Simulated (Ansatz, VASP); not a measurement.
**Be4Ag: VASP beside Ansatz**

```
CELL_PARAMETERS angstrom
6.37454 0.00000 0.00000
-3.18727 5.52051 0.00000
0.00000 0.00000 5.41334
ATOMIC_POSITIONS crystal
Be 0.66545 0.00000 0.00000
Be 0.00000 0.66545 0.00000
Be 0.33455 0.33455 0.00000
Be 0.33455 0.00000 0.00000
Be 0.00000 0.33455 0.00000
Be 0.66545 0.66545 0.00000
Be 0.33333 0.66667 0.00000
Be 0.66667 0.33333 0.00000
Ag 0.00000 0.00000 0.25487
Ag 0.00000 0.00000 0.74513
```

Alike in both runs: functional PBE; k mesh 6 × 6 × 8; occupations gaussian, width 0.1 eV; no spin polarisation.

Ansatz relaxed the structure, and its values are those at the end. VASP's run is a single point on that final structure, the one shown.

|  | VASP | Ansatz |
| --- | --- | --- |
| version | VASP 6.6.1 | Ansatz 0.2.0 |
| potentials or method | VASP PAW PBE potentials, release 64 (Be, Ag), cutoff 520 eV | scalar-relativistic, plane waves, PAW |
| valence electrons in the cell | 38 | 54 |

```tsv
	VASP	Ansatz	Ansatz less VASP
gap on the k mesh at the Fermi level (eV)	none	none	-
pressure (GPa)	0.0	0.0	-0.04
```

A gap of «none» marks a metal or a gap that the smearing closes. VASP's potentials hold 38 valence electrons a cell and Ansatz's 54, so a difference there can come from the potentials and not from the codes.
